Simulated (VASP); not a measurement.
# TiN (Fm-3m) in VASP: notebook, part 2 of 2

VASP 6.6.1. Earlier steps stand in the parts before.

### 3 Relaxation of cell and atoms, PBEsol, target pressure 10 GPa, at which the enthalpy is minimised

INCAR

```
SYSTEM = TiN
  PREC = Accurate
  ENCUT = 600
  EDIFF = 1E-6
  ISMEAR = -1
  SIGMA = 0.1
  LREAL = .FALSE.
  LASPH = .TRUE.
  NELM = 60
  ALGO = Normal
  ISIF = 3
  LWAVE = .FALSE.
  LCHARG = .FALSE.
  GGA = PS
  IBRION = 2
  NSW = 100
  EDIFFG = -0.002
  PSTRESS = 100.0
```

KPOINTS

```
Automatic mesh
0
G
  20 20 20
  0 0 0
```

POSCAR

```
TiN
1.0
    0.0000000000      2.1022534160      2.1022534160
    2.1022534160      0.0000000000      2.1022534160
    2.1022534160      2.1022534160      0.0000000000
Ti N
1 1
Direct
    0.0000000000      0.0000000000      0.0000000000
    0.5000000000      0.5000000000      0.5000000000
```

Potentials or basis: VASP PAW PBE potentials, release 64 (Ti_sv, N).

Run with:

```sh
$ cat potpaw_PBE.64/Ti_sv/POTCAR potpaw_PBE.64/N/POTCAR > POTCAR
$ mpirun -np 1 vasp_std > vasp.out
```

OUTCAR:

```text
SYSTEM = TiN
   PREC = Accurate
   ENCUT = 600
   EDIFF = 1E-6
   ISMEAR = -1
   LREAL = .FALSE.
   LASPH = .TRUE.
   NELM = 60
   ISIF = 3
   GGA = PS
   IBRION = 2
   NSW = 100
   EDIFFG = -0.002
   PSTRESS = 100.0

 ion  position               nearest neighbor table
   1  0.000  0.000  0.000-   2 2.10   2 2.10   2 2.10   2 2.10   2 2.10   2 2.10
   2  0.500  0.500  0.500-   1 2.10   1 2.10   1 2.10   1 2.10   1 2.10   1 2.10

  LATTYP: Found a face centered cubic cell.
 ALAT       =     4.2045068320

  Lattice vectors:

 A1 = (   0.0000000000,   2.1022534160,   2.1022534160)
 A2 = (   2.1022534160,   0.0000000000,   2.1022534160)
 A3 = (   2.1022534160,   2.1022534160,   0.0000000000)

Analysis of symmetry for initial positions (statically):
=====================================================================
 Subroutine PRICEL returns:
 Original cell was already a primitive cell.

 Routine SETGRP: Setting up the symmetry group for a
 face centered cubic supercell.

 Subroutine GETGRP returns: Found 48 space group operations
 (whereof 48 operations were pure point group operations)
 out of a pool of 48 trial point group operations.

The static configuration has the point symmetry O_h .

Analysis of symmetry for dynamics (positions and initial velocities):
=====================================================================
 Subroutine PRICEL returns:
 Original cell was already a primitive cell.

 Routine SETGRP: Setting up the symmetry group for a
 face centered cubic supercell.

 Subroutine GETGRP returns: Found 48 space group operations
 (whereof 48 operations were pure point group operations)
 out of a pool of 48 trial point group operations.

The dynamic configuration has the point symmetry O_h .

 Subroutine INISYM returns: Found 48 space group operations
 (whereof 48 operations are pure point group operations),
 and found     1 'primitive' translations

----------------------------------------------------------------------------------------
[... 132 lines left out ...]

 number of electron      16.9999998 magnetization

 Free energy of the ion-electron system (eV)
  ---------------------------------------------------
  ext. energy  EPLUGINS =         0.00000000
  ---------------------------------------------------
  free energy    TOTEN  =       -20.79562375 eV

  energy without entropy =      -20.76964103  energy(sigma->0) =      -20.78263239

------------------------ aborting loop because EDIFF is reached ----------------------------------------

  FORCE on cell =-STRESS in cart. coord.  units (eV):
  Direction    XX          YY          ZZ          XY          YZ          ZX
  --------------------------------------------------------------------------------------
  -------------------------------------------------------------------------------------
  Total        0.0368869      0.0368869      0.0368869      0.0000000     -0.0000000     -0.0000000
  in kB        3.1805166      3.1805166      3.1805166      0.0000000     -0.0000000     -0.0000000
  external PRESSURE =     -96.8194834 kB  Pullay stress =     100.0000000 kB
[... 101 lines left out ...]
--------------------------------------- Ionic step        4  -------------------------------------------

 number of electron      16.9999998 magnetization

 Free energy of the ion-electron system (eV)
  ---------------------------------------------------
  ext. energy  EPLUGINS =         0.00000000
  ---------------------------------------------------
  free energy    TOTEN  =       -20.77806213 eV

  energy without entropy =      -20.75326665  energy(sigma->0) =      -20.76566439

 E-fermi :  12.0871     XC(G=0): -13.5390

 val. band max:       12.0770812693   @ k =  -0.1500   0.2000   0.0500
 cond. band min:      12.0907762277   @ k =   0.2500   0.0500   0.0000
 fundamental gap:      0.0136949584
 Fermi energy:        12.0870920492

 k-point     1 :       0.0000    0.0000    0.0000
  band No.  band energies     occupation
      1     -45.4318      2.00000
      2     -21.4657      2.00000
      3     -21.4657      2.00000
      4     -21.4657      2.00000
      5      -5.2936      2.00000
      6      10.0034      2.00000
      7      10.0034      2.00000
      8      10.0034      2.00000
      9      11.4104      1.99770
     10      11.4104      1.99770
     11      11.4104      1.99770
     12      12.7199      0.00356
[... 331 lines left out ...]
 k-point    24 :      -0.3500    0.0500    0.0000
  band No.  band energies     occupation
      1     -45.3234      2.00000
      2     -22.1439      2.00000
      3     -21.5441      2.00000
      4     -21.5158      2.00000
      5      -3.1223      2.00000
      6       4.5466      2.00000
      7       6.5920      2.00000
      8       6.7519      2.00000
      9      13.3196      0.00001
     10      13.4475      0.00000
     11      14.0285      0.00000
     12      17.1368      0.00000

 [... further k-points ...]

------------------------ aborting loop because EDIFF is reached ----------------------------------------

  FORCE on cell =-STRESS in cart. coord.  units (eV):
  Direction    XX          YY          ZZ          XY          YZ          ZX
  --------------------------------------------------------------------------------------
  -------------------------------------------------------------------------------------
  Total        1.1247817      1.1247817      1.1247817      0.0000000      0.0000000      0.0000000
  in kB       99.9638822     99.9638822     99.9638822      0.0000000      0.0000000      0.0000000
  external PRESSURE =      -0.0361178 kB  Pullay stress =     100.0000000 kB
[... 21 lines left out ...]
  energy  without entropy=      -20.7532666462  energy(sigma->0) =      -20.76566439

  enthalpy is  TOTEN    =       -19.6528739985 eV   P V=        1.1251881323

 reached required accuracy - stopping structural energy minimisation
```

OSZICAR:

```text
N       E                     dE             d eps       ncg     rms          rms(c)
DAV:   1     0.152106026097E+03    0.15211E+03   -0.97369E+03  6144   0.187E+03
DAV:   2    -0.117354927151E+02   -0.16384E+03   -0.15757E+03  6352   0.445E+02
[... 39 lines left out ...]
       N       E                     dE             d eps       ncg     rms          rms(c)
DAV:   1    -0.207781182408E+02    0.61127E-03   -0.14971E-03  6192   0.642E-01    0.756E-02
DAV:   2    -0.207780656875E+02    0.52553E-04   -0.20063E-04  6404   0.239E-01    0.204E-02
DAV:   3    -0.207780599607E+02    0.57268E-05   -0.38096E-05  7292   0.591E-02    0.635E-03
DAV:   4    -0.207780605649E+02   -0.60426E-06   -0.10228E-05  6656   0.374E-02    0.496E-03
DAV:   5    -0.207780616008E+02   -0.10359E-05   -0.13285E-06  4624   0.124E-02    0.273E-03
DAV:   6    -0.207780621308E+02   -0.52996E-06   -0.61349E-07  3084   0.640E-03
   4 F= -.19652874E+02 E0= -.19640476E+02  d E =-.170276E-01
```

CONTCAR:

```text
TiN
   1.00000000000000
     0.0000000000000000    2.0811429390749145    2.0811429390749145
     2.0811429390749145   -0.0000000000000000    2.0811429390749145
     2.0811429390749145    2.0811429390749145   -0.0000000000000000
  Ti              N
     1     1
Direct
     0.0000000000000000    1.0000000000000000    1.0000000000000000
     0.5000000000000000    0.5000000000000000    0.5000000000000000

  0.00000000E+00  0.00000000E+00  0.00000000E+00
  0.00000000E+00  0.00000000E+00  0.00000000E+00
```

Wall time 2.7 min (1 thread of Intel Xeon Platinum 8259CL at 2.50GHz (Skylake/Cascade Lake), shared host); peak memory 0.21 GiB.

Results:

| Property | Result |
| --- | --- |
| Free energy | -20.7781 eV |
| Relaxed volume | 9.01 Å³/atom |
| Relaxed cell | a = 2.943 Å, b = 2.943 Å, c = 2.943 Å, α = 60.00°, β = 60.00°, γ = 60.00° |
| Space group after relaxing (to 0.1 Å) | Fm-3m (No. 225) |
| Energy change on relaxing (the run minimises the enthalpy) | +8.8 meV/atom |
| Ionic steps | 4 |
| Pressure after relaxing | 10.0 GPa |
| Band gap on the k mesh | zero (an odd number of electrons rules out a gap without spin polarisation) |

Step by step:
```csv
step,energy change (eV),largest force (eV/Å),pressure (GPa),volume (Å³)
1,0.0000,0.0000,0.32,18.58
2,0.1287,0.0000,29.72,17.11
3,0.0169,0.0000,9.86,18.04
4,0.0176,0.0000,10.00,18.03
```

Final structure:
```
CELL_PARAMETERS angstrom
0.00000 2.08114 2.08114
2.08114 0.00000 2.08114
2.08114 2.08114 0.00000
ATOMIC_POSITIONS crystal
Ti 0.00000 0.00000 0.00000
N 0.50000 0.50000 0.50000
```

Caveat: the cell is relaxed towards a set pressure, so the run minimises the enthalpy, not the energy; the PAW data sets were made with another functional, which shifts forces and pressure a little; an odd number of electrons without spin polarisation forces a metal; a magnetic or distorted state may lie lower.

### 4 Relaxation of cell and atoms, PBEsol, target pressure 15 GPa, at which the enthalpy is minimised

INCAR

```
SYSTEM = TiN
  ALGO = Normal
  EDIFF = 1E-6
  EDIFFG = -0.002
  ENCUT = 600
  GGA = PS
  IBRION = 2
  ISIF = 3
  ISMEAR = -1
  LASPH = .True.
  LCHARG = .False.
  LREAL = .False.
  LWAVE = .False.
  NELM = 100
  NSW = 100
  PREC = Accurate
  PSTRESS = 150.0
  SIGMA = 0.1
```

KPOINTS

```
k-points
0
Gamma
  20 20 20
  0 0 0
```

POSCAR is that of step 3.

Run with:

```sh
$ cat potpaw_PBE.64/Ti_sv/POTCAR potpaw_PBE.64/N/POTCAR > POTCAR
$ mpirun -np 1 vasp_std > vasp.out
```

Wall time 3.5 min (1 thread of Intel Xeon Platinum 8259CL at 2.50GHz (Skylake/Cascade Lake), shared host); peak memory 0.21 GiB.

Results (log left out):

```yaml
Free_energy: -20.7591 eV
Relaxed_volume: 8.89 Å³/atom
Relaxed_cell: a = 2.930 Å, b = 2.930 Å, c = 2.930 Å, α = 60.00°, β = 60.00°, γ = 60.00°
Space_group_after_relaxing_to_0.1_Å: Fm-3m (No. 225)
Energy_change_on_relaxing_the_run_minimises_the_enthalpy: +18.3 meV/atom
Ionic_steps: 6
Pressure_after_relaxing: 15.0 GPa
Band_gap_on_the_k_mesh: zero (an odd number of electrons rules out a gap without spin polarisation)
```

Step by step:
| step | energy change (eV) | largest force (eV/Å) | pressure (GPa) | volume (Å³) |
| --- | --- | --- | --- | --- |
| 1 | 0.0000 | 0.0000 | 0.32 | 18.58 |
| 2 | 0.3071 | 0.0000 | 49.50 | 16.38 |
| 3 | 0.0355 | 0.0000 | 14.56 | 17.79 |
| 4 | 0.0373 | 0.0000 | 14.84 | 17.77 |
| 5 | 0.0388 | 0.0000 | 15.19 | 17.76 |
| 6 | 0.0365 | 0.0000 | 15.00 | 17.78 |

Final structure:
```
Ti N
1.0
     0.00000    2.07168    2.07168
     2.07168    0.00000    2.07168
     2.07168    2.07168    0.00000
Ti N
1 1
Direct
  0.00000 0.00000 0.00000
  0.50000 0.50000 0.50000
```

Levels at points of the mesh, in eV from the Fermi level:
```tsv
k point	band 7	band 8	band 9	band 10	band 11	band 12
(0.00, 0.00, 0.00)	-2.10	-2.10	-0.69	-0.69	-0.69	0.65
(0.50, 0.00, 0.00)	-5.86	-5.86	1.91	1.91	2.67	6.35
(0.50, 0.50, 0.00)	-3.43	-3.31	-3.31	1.84	2.71	2.71
```

Caveat: the cell is relaxed towards a set pressure, so the run minimises the enthalpy, not the energy; the PAW data sets were made with another functional, which shifts forces and pressure a little; an odd number of electrons without spin polarisation forces a metal; a magnetic or distorted state may lie lower.

### 5 Relaxation of cell and atoms, PBEsol

This run uses another cell than the first one, of 9.51 Å³/atom.

INCAR

```
ALGO = Normal
EDIFF = 1E-7
EDIFFG = -0.002
ENCUT = 600
GGA = PS
IBRION = 2
ISIF = 3
ISMEAR = -1
LASPH = True
LCHARG = False
LREAL = False
LWAVE = False
NELM = 80
NSW = 100
PREC = Accurate
SIGMA = 0.1
```

KPOINTS

```
k-points
0
Gamma
  20 20 20
```

POSCAR

```
TiN
1.0
    0.0000000000      2.1190000000      2.1190000000
    2.1190000000      0.0000000000      2.1190000000
    2.1190000000      2.1190000000      0.0000000000
Ti N
1 1
Direct
    0.0000000000      0.0000000000      0.0000000000
    0.5000000000      0.5000000000      0.5000000000
```

Run with:

```sh
$ cat potpaw_PBE.64/Ti_sv/POTCAR potpaw_PBE.64/N/POTCAR > POTCAR
$ mpirun -np 1 vasp_std > vasp.out
```

Wall time 3 min (1 thread of Intel Xeon Platinum 8259CL at 2.50GHz (Skylake/Cascade Lake), shared host); peak memory 0.21 GiB.

Results (log left out):

```
Free energy                           : -20.7966 eV
Relaxed volume                        : 9.30 Å³/atom
Relaxed cell                          : a = 2.974 Å, b = 2.974 Å, c = 2.974 Å, α = 60.00°, β = 60.00°, γ = 60.00°
Space group after relaxing (to 0.1 Å) : Fm-3m (No. 225)
Energy gained by relaxing             : 4.3 meV/atom
Ionic steps                           : 4
Pressure after relaxing               : 0.0 GPa
Band gap on the k mesh                : zero (an odd number of electrons rules out a gap without spin polarisation)
```

The path:
| step | energy change (eV) | largest force (eV/Å) | pressure (GPa) | volume (Å³) |
| --- | --- | --- | --- | --- |
| 1 | 0.0000 | 0.0000 | -6.42 | 19.03 |
| 2 | 0.0107 | 0.0000 | 10.54 | 18.00 |
| 3 | -0.0087 | 0.0000 | -0.05 | 18.61 |
| 4 | -0.0087 | 0.0000 | 0.02 | 18.60 |

Final structure:
```yaml
crystal:
  lattice:
    - [0.00000, 2.10293, 2.10293]
    - [2.10293, 0.00000, 2.10293]
    - [2.10293, 2.10293, 0.00000]
  atoms:
    - { symbol: Ti, position: [0.00000, 0.00000, 0.00000] }
    - { symbol: N, position: [0.50000, 0.50000, 0.50000] }
```

Levels at points of the mesh, in eV from the Fermi level:
```csv
k point,band 6,band 7,band 8,band 9,band 10,band 11,band 12
"(0.00, 0.00, 0.00)",-2.04,-2.04,-2.04,-0.65,-0.65,-0.65,0.60
"(0.50, 0.00, 0.00)",-8.27,-5.61,-5.61,1.78,1.78,2.49,5.99
"(0.50, 0.50, 0.00)",-5.89,-3.25,-3.25,-3.22,1.72,2.52,2.52
```

Caveat: the PAW data sets were made with another functional, which shifts forces and pressure a little; an odd number of electrons without spin polarisation forces a metal; a magnetic or distorted state may lie lower.

### 6 Overview

```csv
cell,gap on the mesh (eV),pressure (GPa)
"relaxed to 7 GPa from a = 2.973 Å, angles 60.0°, 2 atoms",none,7.0
"relaxed to 10 GPa from a = 2.973 Å, angles 60.0°, 2 atoms",none,10.0
"relaxed to 15 GPa from a = 2.973 Å, angles 60.0°, 2 atoms",none,15.0
"relaxed from a = 2.997 Å, angles 60.0°, 2 atoms",none,0.0
```

Alike in all rows: task relaxation of cell and atoms; level PBEsol; potentials or basis VASP PAW PBE potentials, release 64 (Ti_sv, N); no spin polarisation; k mesh 20 × 20 × 20; cutoff (eV) 600; smearing fermi-dirac 0.1 eV.

Caveats: the PAW data sets were made with another functional, which shifts forces and pressure a little; an odd number of electrons without spin polarisation forces a metal; a magnetic or distorted state may lie lower; the cell is relaxed towards a set pressure, so the run minimises the enthalpy, not the energy (at least some runs).

Total energies depend on the potentials used, so only differences within one code and one set of settings carry meaning.
